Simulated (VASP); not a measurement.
# Cs2ScF6 in VASP: a series of runs, part 2 of 2

VASP 6.6.1. Earlier steps stand in the parts before.

### Step 3. Single point, PBE

File INCAR:

```
PREC = Accurate ; ENCUT = 520
EDIFF = 1E-7 ; ISMEAR = -1
SIGMA = 0.1 ; LREAL = F
LASPH = T ; NELM = 60
ALGO = Normal ; ISIF = 2
LWAVE = F ; LCHARG = F
GGA = PE ; NBANDS = 46
```

File KPOINTS:

```
regular mesh
0
Gamma
  3 3 4
```

File POSCAR:

```
Cs2ScF6
1.0
    3.2189480000      5.5753800000      0.0000000000
   -3.2189480000      5.5753800000      0.0000000000
    0.0000000000      0.0000000000      5.0374780000
Sc Cs F
1 2 6
Direct
    0.0000000000      0.0000000000      0.0000000000
    0.3333000000      0.3334000000      0.6920000000
    0.6667000000      0.6666000000      0.3080000000
    0.1600000000      0.6800000000      0.1980000000
    0.1600000000      0.1600000000      0.1980000000
    0.6800000000      0.1600000000      0.1980000000
    0.8400000000      0.3200000000      0.8020000000
    0.3200000000      0.8400000000      0.8020000000
    0.8400000000      0.8400000000      0.8020000000
```

Potentials or basis: VASP PAW PBE potentials, release 64 (Sc_sv, Cs_sv, F).

Started as:

```sh
$ cat potpaw_PBE.64/Sc_sv/POTCAR potpaw_PBE.64/Cs_sv/POTCAR potpaw_PBE.64/F/POTCAR > POTCAR
$ mpirun -np 1 vasp_std > vasp.out
```

OUTCAR:

```text
PREC = Accurate
   ENCUT = 520
   EDIFF = 1E-7
   ISMEAR = -1
   LREAL = F
   LASPH = T
   NELM = 60
   ISIF = 2
   GGA = PE

 ion  position               nearest neighbor table
   1  0.000  0.000  0.000-   5 2.04   9 2.04   6 2.04   7 2.04   8 2.04   4 2.04
   2  0.333  0.333  0.692-
   3  0.667  0.667  0.308-
   4  0.160  0.680  0.198-   1 2.04
   5  0.160  0.160  0.198-   1 2.04
   6  0.680  0.160  0.198-   1 2.04
   7  0.840  0.320  0.802-   1 2.04
   8  0.320  0.840  0.802-   1 2.04
   9  0.840  0.840  0.802-   1 2.04

  LATTYP: Found a hexagonal cell.
 ALAT       =     6.4378947158
 C/A-ratio  =     0.7824728770

  Lattice vectors:

 A1 = (   3.2189480000,  -5.5753800000,   0.0000000000)
 A2 = (   3.2189480000,   5.5753800000,   0.0000000000)
 A3 = (   0.0000000000,   0.0000000000,   5.0374780000)

Analysis of symmetry for initial positions (statically):
=====================================================================
 Subroutine PRICEL returns:
 Original cell was already a primitive cell.

 Routine SETGRP: Setting up the symmetry group for a
 hexagonal supercell.

 Subroutine GETGRP returns: Found  4 space group operations
 (whereof  4 operations were pure point group operations)
 out of a pool of 24 trial point group operations.

The static configuration has the point symmetry C_2h.

Analysis of symmetry for dynamics (positions and initial velocities):
=====================================================================
 Subroutine PRICEL returns:
 Original cell was already a primitive cell.

 Routine SETGRP: Setting up the symmetry group for a
 hexagonal supercell.
[... 125 lines left out ...]
   IALGO  =     38    algorithm
   IMIX   =      4    mixing-type and parameters
     AMIX     =   0.40;   BMIX     =  1.00
     AMIX_MAG =   1.60;   BMIX_MAG =  1.00
  volume/ion in A,a.u.               =      20.09       135.58
  Fermi-wavevector in a.u.,A,eV,Ry     =   1.198810  2.265423 19.553556  1.437146
  Thomas-Fermi vector in A             =   2.334689
   LORBIT       =      0    0 simple, 1 ext, 2 COOP (PROOUT), +10 PAW based schemes
   GGA     = PE    functional components
   LHFCALC =     F    Hartree Fock is set to
   AEXX    =    0.0000 exact exchange contribution
   IVDW    =     0    specifies the selected vdW correction
   LEPSILON=     F    determine dielectric tensor
   LRPA    =     F    only Hartree local field effects (RPA)
 non-spin polarized calculation
  energy-cutoff  :      520.00
  volume of cell :      180.81
 maximum number of plane-waves:      4884
   NGX = 23   NGY = 23   NGZ = 19

 number of electron      70.9999996 magnetization

 Free energy of the ion-electron system (eV)
  ---------------------------------------------------
  ext. energy  EPLUGINS =         0.00000000
  ---------------------------------------------------
  free energy    TOTEN  =       -45.77034148 eV

  energy without entropy =      -45.44478590  energy(sigma->0) =      -45.60756369

 E-fermi :  -2.7455     XC(G=0):  -8.5543

 val. band max:       -2.8800685825   @ k =   0.0000   0.0000   0.0000
 cond. band min:       3.8069504695   @ k =   0.0000   0.0000   0.0000
 fundamental gap:      6.6870190520
 Fermi energy:        -2.7454940925

 k-point     1 :       0.0000    0.0000    0.0000
  band No.  band energies     occupation
      1     -48.8040      2.00000
      2     -27.6531      2.00000
      3     -27.6531      2.00000
      4     -27.6233      2.00000
      5     -22.4400      2.00000
      6     -22.1348      2.00000
[... 675 lines left out ...]
     45       7.1333      0.00000
     46       7.3629      0.00000

------------------------ aborting loop because EDIFF is reached ----------------------------------------

  FORCE on cell =-STRESS in cart. coord.  units (eV):
  Direction    XX          YY          ZZ          XY          YZ          ZX
  --------------------------------------------------------------------------------------
  -------------------------------------------------------------------------------------
  Total       -0.0304079     -0.0307448      1.2598411     -0.0002918      0.0001370     -0.0002372
  in kB       -0.2694424     -0.2724276     11.1633557     -0.0025854      0.0012135     -0.0021017
  external PRESSURE =       3.5404952 kB  Pullay stress =       0.0000000 kB

 VOLUME and BASIS-vectors are now :
 -----------------------------------------------------------------------------
  energy-cutoff  :      520.00
  volume of cell :      180.81
      direct lattice vectors                 reciprocal lattice vectors
     3.218948000  5.575380000  0.000000000     0.155330251  0.089679986  0.000000000
    -3.218948000  5.575380000  0.000000000    -0.155330251  0.089679986  0.000000000
     0.000000000  0.000000000  5.037478000     0.000000000  0.000000000  0.198512033

 POSITION                                       TOTAL-FORCE (eV/Angst)
 -----------------------------------------------------------------------------------
      0.00000      0.00000      0.00000         0.000000      0.000000      0.000000
     -0.00032      3.71711      3.48593         0.000641     -0.000370      0.062648
      0.00032      7.43365      1.55154        -0.000641      0.000370     -0.062648
     -1.67385      4.68332      0.99742        -0.187984      0.108533      0.259670
      0.00000      1.78412      0.99742         0.000005     -0.217018      0.259686
      1.67385      4.68332      0.99742         0.187946      0.108505      0.259686
      1.67385      6.46744      4.04006         0.187984     -0.108533     -0.259670
     -1.67385      6.46744      4.04006        -0.187946     -0.108505     -0.259686
      0.00000      9.36664      4.04006        -0.000005      0.217018     -0.259686
 -----------------------------------------------------------------------------------
    total drift:                               -0.000000      0.000000     -0.000000

  FREE ENERGIE OF THE ION-ELECTRON SYSTEM (eV)
  ---------------------------------------------------
  free  energy   TOTEN  =       -45.7703414842 eV

  energy  without entropy=      -45.4447858963  energy(sigma->0) =      -45.60756369
```

stdout:

```text
POSCAR found type information on POSCAR ScCsF
 POSCAR found :  3 types and       9 ions
 scaLAPACK will be used
 LDA part: xc-table for (Slater+PW92), standard interpolation
 POSCAR, INCAR and KPOINTS ok, starting setup
 FFT: planning ... GRIDC
 FFT: planning ... GRID_SOFT
 FFT: planning ... GRID
 WAVECAR not read
 entering main loop
```

Run time: 1.7 min. Hardware: 1 thread of Intel Xeon Platinum 8488C (Sapphire Rapids), shared host; peak memory 0.33 GiB.

What came out:

| Item | Value |
| --- | --- |
| Free energy | -45.7703 eV |
| Pressure | 0.4 GPa |
| Largest force | 0.338 eV/Å |
| Band gap on the k mesh | zero (an odd number of electrons rules out a gap without spin polarisation) |

Forces on the atoms (eV/Å):
```
Sc   0.000  0.000  0.000
Cs   0.001  0.000  0.063
Cs  -0.001  0.000 -0.063
F   -0.188  0.109  0.260
F    0.000 -0.217  0.260
F    0.188  0.109  0.260
F    0.188 -0.109 -0.260
F   -0.188 -0.109 -0.260
F    0.000  0.217 -0.260
```

Caveat: the k points lie up to 0.38 Å⁻¹ apart, too coarse for converged energies and pressures of a metal; spin-orbit coupling is left out, which moves the levels of the heavy elements; an odd number of electrons without spin polarisation forces a metal; a magnetic or distorted state may lie lower.

### Step 4. Single point, PBE

File INCAR:

```
ALGO = Normal
EDIFF = 1E-6
ENCUT = 520
GGA = PE
ISIF = 2
ISMEAR = -1
LASPH = T
LCHARG = F
LREAL = F
LWAVE = F
NBANDS = 46
NELECT = 72.0
NELM = 60
PREC = Accurate
SIGMA = 0.1
```

File KPOINTS:

```
k-points
0
Gamma
  3 3 4
```

POSCAR is that of step 3.

Potentials or basis: VASP PAW PBE potentials, release 64 (Sc_sv, Cs_sv, F).

Started as:

```sh
$ cat potpaw_PBE.64/Sc_sv/POTCAR potpaw_PBE.64/Cs_sv/POTCAR potpaw_PBE.64/F/POTCAR > POTCAR
$ mpirun -np 1 vasp_std > vasp.out
```

OUTCAR:

```text
EDIFF = 1E-6
   ENCUT = 520
   GGA = PE
   ISIF = 2
   ISMEAR = -1
   LASPH = T
   LREAL = F
   NELECT = 72.0
   NELM = 60
   PREC = Accurate

 ion  position               nearest neighbor table
   1  0.000  0.000  0.000-   5 2.04   9 2.04   6 2.04   7 2.04   8 2.04   4 2.04
   2  0.333  0.333  0.692-
   3  0.667  0.667  0.308-
   4  0.160  0.680  0.198-   1 2.04
   5  0.160  0.160  0.198-   1 2.04
   6  0.680  0.160  0.198-   1 2.04
[... 889 lines left out ...]
  Total        3.5695126      3.5689863      6.2211178     -0.0004542     -0.0001362      0.0002360
  in kB       31.6291781     31.6245145     55.1248494     -0.0040243     -0.0012073      0.0020910
  external PRESSURE =      39.4595140 kB  Pullay stress =       0.0000000 kB

 VOLUME and BASIS-vectors are now :
 -----------------------------------------------------------------------------
  energy-cutoff  :      520.00
  volume of cell :      180.81
      direct lattice vectors                 reciprocal lattice vectors
     3.218948000  5.575380000  0.000000000     0.155330251  0.089679986  0.000000000
    -3.218948000  5.575380000  0.000000000    -0.155330251  0.089679986  0.000000000
     0.000000000  0.000000000  5.037478000     0.000000000  0.000000000  0.198512033

 POSITION                                       TOTAL-FORCE (eV/Angst)
 -----------------------------------------------------------------------------------
      0.00000      0.00000      0.00000        -0.000000     -0.000000     -0.000000
     -0.00032      3.71711      3.48593         0.000600     -0.000346      0.138983
      0.00032      7.43365      1.55154        -0.000600      0.000346     -0.138983
     -1.67385      4.68332      0.99742        -0.165716      0.095676      0.441938
      0.00000      1.78412      0.99742        -0.000110     -0.191277      0.441905
      1.67385      4.68332      0.99742         0.165596      0.095734      0.441905
      1.67385      6.46744      4.04006         0.165716     -0.095676     -0.441938
     -1.67385      6.46744      4.04006        -0.165596     -0.095734     -0.441905
      0.00000      9.36664      4.04006         0.000110      0.191277     -0.441905
 -----------------------------------------------------------------------------------
    total drift:                               -0.000000      0.000000     -0.000000

  FREE ENERGIE OF THE ION-ELECTRON SYSTEM (eV)
  ---------------------------------------------------
  free  energy   TOTEN  =       -48.1056888838 eV

  energy  without entropy=      -48.1056888838  energy(sigma->0) =      -48.10568888
```

stdout:

```text
POSCAR found type information on POSCAR ScCsF
 POSCAR found :  3 types and       9 ions
 scaLAPACK will be used
 LDA part: xc-table for (Slater+PW92), standard interpolation
 POSCAR, INCAR and KPOINTS ok, starting setup
 FFT: planning ... GRIDC
 FFT: planning ... GRID_SOFT
 FFT: planning ... GRID
 WAVECAR not read
 entering main loop
 the old and the new charge density differ
 old charge density:    71.00000 new   72.00000
    0.189E+01
```

Run time: 81 s. Hardware: 1 thread of Intel Xeon Platinum 8488C (Sapphire Rapids), shared host; peak memory 0.33 GiB.

Results:

```yaml
Free_energy: -48.1057 eV
Largest_force: 0.482 eV/Å
```

Forces on the atoms (eV/Å):
```
Sc   0.000  0.000  0.000
Cs   0.001  0.000  0.139
Cs  -0.001  0.000 -0.139
F   -0.166  0.096  0.442
F    0.000 -0.191  0.442
F    0.166  0.096  0.442
F    0.166 -0.096 -0.442
F   -0.166 -0.096 -0.442
F    0.000  0.191 -0.442
```

Levels at points of the mesh, in eV from the Fermi level:
```tsv
k point	band 32	band 33	band 34	band 35	band 36	band 37	band 38	band 39	band 40	band 41
(0.00, 0.00, 0.00)	-2.74	-2.64	-2.64	-2.60	-2.57	3.76	4.13	4.13	4.55	6.25
(0.00, 0.00, 0.50)	-2.71	-2.71	-2.66	-2.66	-2.64	4.05	4.18	4.18	5.69	5.69
```

Caveat: the cell carries a net charge on a neutralising background, which shifts energy and pressure; the cell is charged against a uniform background, so pressure and absolute levels hang on convention; spin-orbit coupling is left out, which moves the levels of the heavy elements.
